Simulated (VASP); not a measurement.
# MgO (Pm) in VASP: notebook, part 2 of 2

VASP 6.6.1.

### Step 4. Single point, r2SCAN (atom 3 (O) moved -0.400 Å along Cartesian [1 -1 0])

File POSCAR:

```
MgO
1.0
    3.4841042127      0.0000000000      0.0000000000
   -1.7420521064      3.0173227576      0.0000000000
    0.0000000000      0.0000000000      4.1856875957
Mg O
2 2
Direct
    0.6666666667      0.3333333333      0.7500000000
    0.3333333333      0.6666666667      0.2500000000
    0.6323555815      0.4270729612      0.2500000000
    0.3333333333      0.6666666667      0.7500000000
```

File INCAR.step1:

```
SYSTEM = MgO
PREC = Accurate ; ENCUT = 520
ISMEAR = 0 ; SIGMA = 0.05
LREAL = .FALSE. ; LASPH = .TRUE.
NELM = 80 ; NBANDS = 16
GGA = PE ; ALGO = Normal
EDIFF = 1E-4 ; LWAVE = .TRUE.
LCHARG = .FALSE.
```

File INCAR.step2:

```
SYSTEM = MgO
PREC = Accurate ; ENCUT = 520
EDIFF = 1E-7 ; ISMEAR = 0
SIGMA = 0.05 ; LREAL = .FALSE.
LASPH = .TRUE. ; NELM = 80
ALGO = Normal ; ISIF = 2
LWAVE = .FALSE. ; LCHARG = .FALSE.
METAGGA = R2SCAN ; LMIXTAU = .TRUE.
NBANDS = 16 ; ISTART = 1
```

File KPOINTS:

```
regular mesh
0
G
  6 6 6
  0 0 0
```

Potentials or basis: VASP PAW PBE potentials, release 64 (Mg, O).

Command:

```bash
$ cat potpaw_PBE.64/Mg/POTCAR potpaw_PBE.64/O/POTCAR > POTCAR
$ cp INCAR.step1 INCAR
$ mpirun -np 1 vasp_std > vasp.out
$ cp INCAR.step2 INCAR
$ mpirun -np 1 vasp_std > vasp.out
```

OUTCAR:

```text
SYSTEM = MgO
   PREC = Accurate
   ENCUT = 520
   EDIFF = 1E-7
   ISMEAR = 0
   LREAL = .FALSE.
   LASPH = .TRUE.
   NELM = 80
   ISIF = 2
   METAGGA = R2SCAN
   ISTART = 1

 ion  position               nearest neighbor table
   1  0.667  0.333  0.750-   4 2.01   4 2.01   4 2.01   3 2.13   3 2.13   2 2.90   2 2.90   2 2.90
                             2 2.90   2 2.90   2 2.90
   2  0.333  0.667  0.250-   3 1.63   4 2.09   4 2.09   3 2.15   3 2.31   1 2.90   1 2.90   1 2.90
                             1 2.90   1 2.90   1 2.90
   3  0.632  0.427  0.250-   2 1.63   1 2.13   1 2.13   2 2.15   2 2.31
   4  0.333  0.667  0.750-   1 2.01   1 2.01   1 2.01   2 2.09   2 2.09

  LATTYP: Found a hexagonal cell.
 ALAT       =     3.4841042127
 C/A-ratio  =     1.2013669340

  Lattice vectors:

 A1 = (   3.4841042127,   0.0000000000,   0.0000000000)
 A2 = (  -1.7420521064,   3.0173227576,   0.0000000000)
 A3 = (   0.0000000000,   0.0000000000,   4.1856875957)

Analysis of symmetry for initial positions (statically):
[... 176 lines left out ...]
  free energy    TOTEN  =       -30.68255035 eV

  energy without entropy =      -30.68255035  energy(sigma->0) =      -30.68255035

 E-fermi :   2.0571     XC(G=0): -10.5381

 val. band max:        1.7329119405   @ k =   0.0000   0.0000   0.0000
 cond. band min:       5.5179684557   @ k =   0.0000   0.0000   0.0000
 fundamental gap:      3.7850565152
 Fermi energy:         2.0570536908

 k-point     1 :       0.0000    0.0000    0.0000
  band No.  band energies     occupation
      1     -16.3099      2.00000
      2     -14.8885      2.00000
      3      -2.1194      2.00000
      4      -0.4009      2.00000
      5       0.1805      2.00000
      6       0.5592      2.00000
[... 433 lines left out ...]
      3      -1.9032      2.00000
      4      -0.4364      2.00000
      5      -0.0907      2.00000
      6      -0.0119      2.00000
[... 8 lines left out ...]
     15      16.7895      0.00000
     16      18.8211      0.00000

 [... further k-points ...]
[... 5 lines left out ...]
  --------------------------------------------------------------------------------------
  -------------------------------------------------------------------------------------
  Total        8.6719711      0.1923555      0.1127569     -5.0000612      0.0000000      0.0000000
  in kB      315.7538729      7.0038266      4.1055734   -182.0564985      0.0000000      0.0000000
  external PRESSURE =     108.9544243 kB  Pullay stress =       0.0000000 kB

 VOLUME and BASIS-vectors are now :
 -----------------------------------------------------------------------------
  energy-cutoff  :      520.00
  volume of cell :       44.00
      direct lattice vectors                 reciprocal lattice vectors
     3.484104213  0.000000000  0.000000000     0.287017821  0.165709816  0.000000000
    -1.742052106  3.017322758  0.000000000     0.000000000  0.331419633  0.000000000
     0.000000000  0.000000000  4.185687596     0.000000000  0.000000000  0.238909373

 POSITION                                       TOTAL-FORCE (eV/Angst)
 -----------------------------------------------------------------------------------
      1.74205      1.00577      3.13927        -0.495880      0.515212      0.000000
     -0.00000      2.01155      1.04642        -6.869589      3.525562      0.000000
      1.45921      1.28862      1.04642         8.151383     -4.574232      0.000000
     -0.00000      2.01155      3.13927        -0.785914      0.533458      0.000000
 -----------------------------------------------------------------------------------
    total drift:                               -0.001068      0.000029     -0.000000

  FREE ENERGIE OF THE ION-ELECTRON SYSTEM (eV)
  ---------------------------------------------------
  free  energy   TOTEN  =       -30.6825503479 eV

  energy  without entropy=      -30.6825503479  energy(sigma->0) =      -30.68255035
```

It took 5 min on 1 thread of Intel Xeon 8259CL, shared host; peak memory 0.2 GiB.

What came out:

| Quantity | Value |
| --- | --- |
| Free energy | -30.6826 eV |
| Pressure | 10.9 GPa |
| Largest force | 9.347 eV/Å |
| Band gap on the k mesh | 3.79 eV |

Forces on the atoms (eV/Å):
```
Mg  -0.496  0.515  0.000
Mg  -6.870  3.526  0.000
O    8.151 -4.574  0.000
O   -0.786  0.533  0.000
```

Stress tensor (GPa, compression positive):
```
 31.58 -18.21   0.00
-18.21   0.70   0.00
  0.00   0.00   0.41
```

Caveat: the cell differs from its parent crystal (atom 3 (O) moved -0.400 Å along Cartesian [1 -1 0]); the cell stands under pressure; the PAW data sets were made with another functional, which shifts forces and pressure a little.

### Step 5. Single point, r2SCAN (atom 3 (O) moved +0.200 Å along Cartesian [1 -1 0])

POSCAR: that of step 4 with these lines changed.

```diff
@@ -10,3 +10,3 @@
     0.3333333333      0.6666666667      0.2500000000
-    0.6323555815      0.4270729612      0.2500000000
+    0.6838222092      0.2864635194      0.2500000000
     0.3333333333      0.6666666667      0.7500000000
```

File INCAR.step1:

```
SYSTEM = MgO
  ALGO = Normal
  EDIFF = 1E-4
  ENCUT = 520
  GGA = PE
  ISMEAR = 0
  LASPH = .TRUE.
  LCHARG = .FALSE.
  LREAL = .FALSE.
  LWAVE = .TRUE.
  NBANDS = 16
  NELM = 80
  PREC = Accurate
  SIGMA = 0.05
```

File INCAR.step2:

```
SYSTEM = MgO
  ALGO = Normal
  EDIFF = 1E-6
  ENCUT = 520
  ISIF = 2
  ISMEAR = 0
  ISTART = 1
  LASPH = .TRUE.
  LCHARG = .FALSE.
  LMIXTAU = .TRUE.
  LREAL = .FALSE.
  LWAVE = .FALSE.
  METAGGA = R2SCAN
  NBANDS = 16
  NELM = 80
  PREC = Accurate
  SIGMA = 0.05
```

File KPOINTS:

```
k-points
0
G
  6 6 6
  0 0 0
```

Command:

```bash
$ cat potpaw_PBE.64/Mg/POTCAR potpaw_PBE.64/O/POTCAR > POTCAR
$ cp INCAR.step1 INCAR
$ mpirun -np 1 vasp_std > vasp.out
$ cp INCAR.step2 INCAR
$ mpirun -np 1 vasp_std > vasp.out
```

Wall time 3.5 min (1 thread of Intel Xeon 8259CL, shared host); peak memory 0.2 GiB.

The run converged. Its results:

```yaml
Free_energy: -31.8708 eV
Pressure: 1.0 GPa
Largest_force: 1.977 eV/Å
Band_gap_on_the_k_mesh: 4.00 eV
```

Forces on the atoms (eV/Å):
```
Mg   0.260 -0.258  0.000
Mg   0.522 -1.179  0.000
O   -0.990  1.711  0.000
O    0.208 -0.274  0.000
```

Stress tensor (GPa, compression positive):
```
-3.35  4.23  0.00
 4.23  6.92  0.00
 0.00  0.00 -0.72
```

Levels at points of the mesh, in eV from the valence-band top:
| k point | band 5 | band 6 | band 7 | band 8 | band 9 | band 10 | band 11 | band 12 |
| --- | --- | --- | --- | --- | --- | --- | --- | --- |
| (0.00, 0.00, 0.00) | -1.58 | -0.99 | -0.75 | 0.00 | 4.00 | 10.29 | 12.90 | 12.94 |
| (0.50, 0.00, 0.00) | -2.34 | -2.07 | -1.41 | -0.62 | 7.56 | 9.73 | 10.76 | 13.32 |
| (0.00, 0.50, 0.00) | -2.22 | -2.18 | -1.61 | -0.58 | 7.35 | 9.75 | 11.10 | 13.52 |
| (0.50, 0.50, 0.00) | -2.51 | -1.77 | -0.94 | -0.60 | 8.02 | 9.89 | 10.07 | 12.62 |
| (0.00, 0.00, 0.50) | -1.49 | -1.37 | -1.33 | -1.18 | 7.00 | 7.07 | 13.69 | 13.82 |
| (0.50, 0.00, 0.50) | -1.66 | -1.53 | -0.80 | -0.70 | 7.84 | 7.94 | 12.43 | 12.70 |
| (0.00, 0.50, 0.50) | -1.64 | -1.46 | -0.73 | -0.63 | 7.76 | 7.88 | 12.20 | 12.56 |
| (0.50, 0.50, 0.50) | -1.74 | -1.59 | -1.09 | -1.08 | 8.14 | 8.21 | 13.27 | 13.43 |

Caveat: the cell differs from its parent crystal (atom 3 (O) moved +0.200 Å along Cartesian [1 -1 0]); the PAW data sets were made with another functional, which shifts forces and pressure a little.

### Step 6. Single point, r2SCAN (atom 3 (O) moved +0.300 Å along Cartesian [1 -1 0])

POSCAR: that of step 5 with these lines changed.

```diff
@@ -10,3 +10,3 @@
     0.3333333333      0.6666666667      0.2500000000
-    0.6838222092      0.2864635194      0.2500000000
+    0.6923999805      0.2630286124      0.2500000000
     0.3333333333      0.6666666667      0.7500000000
```

File INCAR.step1:

```
SYSTEM = MgO
  ALGO = Normal
  EDIFF = 1E-4
  ENCUT = 520
  GGA = PE
  ISMEAR = 0
  LASPH = .True.
  LCHARG = .False.
  LREAL = .False.
  LWAVE = .True.
  NBANDS = 16
  NELM = 80
  PREC = Accurate
  SIGMA = 0.05
```

File INCAR.step2:

```
SYSTEM = MgO
  ALGO = Normal
  EDIFF = 1E-7
  ENCUT = 520
  ISIF = 2
  ISMEAR = 0
  ISTART = 1
  LASPH = .True.
  LCHARG = .True.
  LELF = .True.
  LMIXTAU = .True.
  LREAL = .False.
  LVHAR = .True.
  LWAVE = .False.
  METAGGA = R2SCAN
  NBANDS = 16
  NELM = 80
  PREC = Accurate
  SIGMA = 0.05
```

File KPOINTS:

```
k-points
0
Gamma
  6 6 6
  0 0 0
```

Potentials or basis: VASP PAW PBE potentials, release 64 (Mg, O).

Command:

```bash
$ cat potpaw_PBE.64/Mg/POTCAR potpaw_PBE.64/O/POTCAR > POTCAR
$ cp INCAR.step1 INCAR
$ mpirun -np 1 vasp_std > vasp.out
$ cp INCAR.step2 INCAR
$ mpirun -np 1 vasp_std > vasp.out
```

OUTCAR:

```text
SYSTEM = MgO
   EDIFF = 1E-7
   ENCUT = 520
   ISIF = 2
   ISMEAR = 0
   ISTART = 1
   LASPH = .True.
   LREAL = .False.
   METAGGA = R2SCAN
   NELM = 80
   PREC = Accurate

 ion  position               nearest neighbor table
   1  0.667  0.333  0.750-   4 2.01   4 2.01   4 2.01   3 2.11   3 2.11   2 2.90   2 2.90   2 2.90
                             2 2.90   2 2.90   2 2.90
   2  0.333  0.667  0.250-   3 1.81   3 1.96   4 2.09   4 2.09   3 2.30   1 2.90   1 2.90   1 2.90
                             1 2.90   1 2.90   1 2.90
   3  0.692  0.263  0.250-   2 1.81   2 1.96   1 2.11   1 2.11   2 2.30
   4  0.333  0.667  0.750-   1 2.01   1 2.01   1 2.01   2 2.09   2 2.09

  LATTYP: Found a hexagonal cell.
 ALAT       =     3.4841042127
 C/A-ratio  =     1.2013669340

  Lattice vectors:

 A1 = (   3.4841042127,   0.0000000000,   0.0000000000)
 A2 = (  -1.7420521064,   3.0173227576,   0.0000000000)
 A3 = (   0.0000000000,   0.0000000000,   4.1856875957)

Analysis of symmetry for initial positions (statically):
=====================================================================
 Subroutine PRICEL returns:
 Original cell was already a primitive cell.

 Routine SETGRP: Setting up the symmetry group for a
 hexagonal supercell.

 Subroutine GETGRP returns: Found  2 space group operations
 (whereof  1 operations were pure point group operations)
 out of a pool of 24 trial point group operations.

The static configuration has the point symmetry C_1 .
 The point group associated with its full space group is C_1h.

Analysis of symmetry for dynamics (positions and initial velocities):
=====================================================================
 Subroutine PRICEL returns:
 Original cell was already a primitive cell.

 Routine SETGRP: Setting up the symmetry group for a
 hexagonal supercell.

 Subroutine GETGRP returns: Found  2 space group operations
 (whereof  1 operations were pure point group operations)
 out of a pool of 24 trial point group operations.

The dynamic configuration has the point symmetry C_1 .
 The point group associated with its full space group is C_1h.

 Subroutine INISYM returns: Found  2 space group operations
 (whereof  1 operations are pure point group operations),
 and found     1 'primitive' translations

----------------------------------------------------------------------------------------

                                     Primitive cell

  volume of cell :      44.0027

  direct lattice vectors                    reciprocal lattice vectors
     3.484104213  0.000000000  0.000000000     0.287017821  0.165709816  0.000000000
    -1.742052106  3.017322758  0.000000000     0.000000000  0.331419633  0.000000000
     0.000000000  0.000000000  4.185687596     0.000000000  0.000000000  0.238909373

  length of vectors
     3.484104213  3.484104213  4.185687596     0.331419633  0.331419633  0.238909373

  position of ions in fractional coordinates (direct lattice)
     0.666666667  0.333333333  0.750000000
     0.333333333  0.666666667  0.250000000
     0.692399980  0.263028612  0.250000000
     0.333333333  0.666666667  0.750000000

  ion indices of the primitive-cell ions
   primitive index   ion index
[... 24 lines left out ...]
     0.000000000  0.000000000  0.000000000

 Subroutine IBZKPT returns following result:
 ===========================================

 Found     80 irreducible k-points:

 Following reciprocal coordinates:
            Coordinates               Weight
  0.000000  0.000000  0.000000      1.000000
  0.166667  0.000000  0.000000      2.000000
  0.000000  0.166667  0.000000      2.000000
 -0.166667  0.166667  0.000000      2.000000
  0.333333  0.000000  0.000000      2.000000
  0.000000  0.333333  0.000000      2.000000
[... 16 lines left out ...]
  0.000000  0.166667  0.166667      4.000000
 -0.166667  0.166667  0.166667      4.000000
 [... further k-points ...]
   k-points           NKPTS =     80   k-points in BZ     NKDIM =     80   number of bands    NBANDS=     16
   number of dos      NEDOS =    301   number of ions     NIONS =      4
   total plane-waves  NPLWV =  25088
   dimension x,y,z NGX =    28 NGY =   28 NGZ =   32
   dimension x,y,z NGXF=    56 NGYF=   56 NGZF=   64
   ions per type =               2   2
   NGX,Y,Z   is equivalent  to a cutoff of  13.36, 13.36, 12.71 a.u.
   NGXF,Y,Z  is equivalent  to a cutoff of  26.72, 26.72, 25.42 a.u.
 SYSTEM =  MgO
   PREC   = accura    normal or accurate (medium, high low for compatibility)
   ISTART =      1    job   : 0-new  1-cont  2-samecut
   ICHARG =      0    charge: 1-file 2-atom 10-const
   ISPIN  =      1    spin polarized calculation?
   LNONCOLLINEAR =      F non collinear calculations
   LSORBIT =      F    spin-orbit coupling
   LASPH  =      T    aspherical Exc in radial PAW
   ENCUT  =  520.0 eV  38.22 Ry    6.18 a.u.   6.48  6.48  7.78*2*pi/ulx,y,z
   NELM   =     80;   NELMIN=  2; NELMDL=  0     # of ELM steps
   EDIFF  = 0.1E-06   stopping-criterion for ELM
   LREAL  =      F    real-space projection
   EDIFFG = 0.1E-05   stopping-criterion for IOM
   NSW    =      0    number of steps for IOM
   IBRION =     -1    ionic relax: 0-MD 1-quasi-New 2-CG
   NFREE  =      0    steps in history (QN), initial steepest desc. (CG)
   ISIF   =      2    stress and relaxation
   ISYM   =      2    0-nonsym 1-usesym 2-fastsym
   POTIM  = 0.5000    time-step for ionic-motion
   TEBEG  =    0.0;   TEEND  =   0.0 temperature during run
   PSTRESS=    0.0 pullay stress
   NELECT =      16.0000    total number of electrons
   NUPDOWN=      -1.0000    fix difference up-down
   EMIN   =  10.00;   EMAX   =-10.00  energy-range for DOS
   EFERMI =   0.00;   METHOD = LEGACY
   ISMEAR =     0;   SIGMA  =   0.05  broadening in eV -4-tet -1-fermi 0-gaus
   EFERMI_NEDOS =   21; number of points for ismear=-14 and -15
   IALGO  =     38    algorithm
   IMIX   =      4    mixing-type and parameters
     AMIX     =   0.40;   BMIX     =  1.00
     AMIX_MAG =   1.60;   BMIX_MAG =  1.00
  volume/ion in A,a.u.               =      11.00        74.24
  Fermi-wavevector in a.u.,A,eV,Ry     =   1.168481  2.208109 18.576679  1.365347
  Thomas-Fermi vector in A             =   2.304967
   LORBIT       =      0    0 simple, 1 ext, 2 COOP (PROOUT), +10 PAW based schemes
   METAGGA = R2SCAN    functional components
   LHFCALC =     F    Hartree Fock is set to
   AEXX    =    0.0000 exact exchange contribution
   IVDW    =     0    specifies the selected vdW correction
   LEPSILON=     F    determine dielectric tensor
   LRPA    =     F    only Hartree local field effects (RPA)
 non-spin polarized calculation
 Gauss-broadening in eV      SIGMA  =   0.05
  energy-cutoff  :      520.00
  volume of cell :       44.00
 maximum number of plane-waves:      1204
 NGX is ok and might be reduce to    28
   NGX = 13   NGY = 13   NGZ = 15

 number of electron      16.0000001 magnetization

 Free energy of the ion-electron system (eV)
  ---------------------------------------------------
  ext. energy  EPLUGINS =         0.00000000
  ---------------------------------------------------
  free energy    TOTEN  =       -31.63723098 eV

  energy without entropy =      -31.63723098  energy(sigma->0) =      -31.63723098

 E-fermi :   1.8999     XC(G=0): -10.5525

 val. band max:        1.6735670151   @ k =   0.0000   0.0000   0.0000
 cond. band min:       5.5698141675   @ k =   0.0000   0.0000   0.0000
 fundamental gap:      3.8962471524
 Fermi energy:         1.8999330767

 k-point     1 :       0.0000    0.0000    0.0000
  band No.  band energies     occupation
      1     -16.2992      2.00000
      2     -14.9110      2.00000
      3      -2.0844      2.00000
      4      -0.4292      2.00000
      5       0.1394      2.00000
      6       0.6101      2.00000
[... 433 lines left out ...]
      3      -1.8404      2.00000
      4      -0.5720      2.00000
      5      -0.4485      2.00000
      6       0.2452      2.00000
[... 8 lines left out ...]
     15      17.2253      0.00000
     16      18.6056      0.00000

 [... further k-points ...]
[... 5 lines left out ...]
  --------------------------------------------------------------------------------------
  -------------------------------------------------------------------------------------
  Total       -1.0266250      3.5445546     -0.1054859      1.7776773      0.0000000      0.0000000
  in kB      -37.3802937    129.0602597     -3.8408324     64.7267490      0.0000000      0.0000000
  external PRESSURE =      29.2797112 kB  Pullay stress =       0.0000000 kB

 VOLUME and BASIS-vectors are now :
 -----------------------------------------------------------------------------
  energy-cutoff  :      520.00
  volume of cell :       44.00
      direct lattice vectors                 reciprocal lattice vectors
     3.484104213  0.000000000  0.000000000     0.287017821  0.165709816  0.000000000
    -1.742052106  3.017322758  0.000000000     0.000000000  0.331419633  0.000000000
     0.000000000  0.000000000  4.185687596     0.000000000  0.000000000  0.238909373

 POSITION                                       TOTAL-FORCE (eV/Angst)
 -----------------------------------------------------------------------------------
      1.74205      1.00577      3.13927         0.394910     -0.384716      0.000000
     -0.00000      2.01155      1.04642         0.448450     -2.011790      0.000000
      1.95418      0.79364      1.04642        -1.106326      2.801585      0.000000
     -0.00000      2.01155      3.13927         0.262966     -0.405080      0.000000
 -----------------------------------------------------------------------------------
    total drift:                               -0.001712     -0.001131      0.000000

  FREE ENERGIE OF THE ION-ELECTRON SYSTEM (eV)
  ---------------------------------------------------
  free  energy   TOTEN  =       -31.6372309836 eV

  energy  without entropy=      -31.6372309836  energy(sigma->0) =      -31.63723098
```

Run time: 3.3 min. Hardware: 1 thread of Intel Xeon 8259CL, shared host; peak memory 0.2 GiB.

What came out:

| Item | Value |
| --- | --- |
| Free energy | -31.6372 eV |
| Pressure | 2.9 GPa |
| Largest force | 3.012 eV/Å |
| Band gap on the k mesh | 3.90 eV |

Forces on the atoms (eV/Å):
```
Mg   0.395 -0.385  0.000
Mg   0.448 -2.012  0.000
O   -1.106  2.802  0.000
O    0.263 -0.405  0.000
```

Caveat: the cell differs from its parent crystal (atom 3 (O) moved +0.300 Å along Cartesian [1 -1 0]); the PAW data sets were made with another functional, which shifts forces and pressure a little.

### Step 7. Overview

```tsv
cell	gap on the mesh (eV)	pressure (GPa)	largest force (eV/Å)
as given, atomic positions A	3.76	5.5	4.26
as given, atomic positions B	4.00	1.6	3.02
as given, atomic positions C	3.79	10.9	9.35
as given, atomic positions D	4.00	1.0	1.98
as given, atomic positions E	3.90	2.9	3.01
```

Alike in all rows: task single point; level r2SCAN; potentials or basis VASP PAW PBE potentials, release 64 (Mg, O); no spin polarisation; k mesh 6 × 6 × 6; cutoff (eV) 520; smearing gaussian 0.05 eV.

Caveats: the PAW data sets were made with another functional, which shifts forces and pressure a little; the cell stands under pressure (at least some runs).

Total energies depend on the potentials used, so only differences within one code and one set of settings carry meaning.
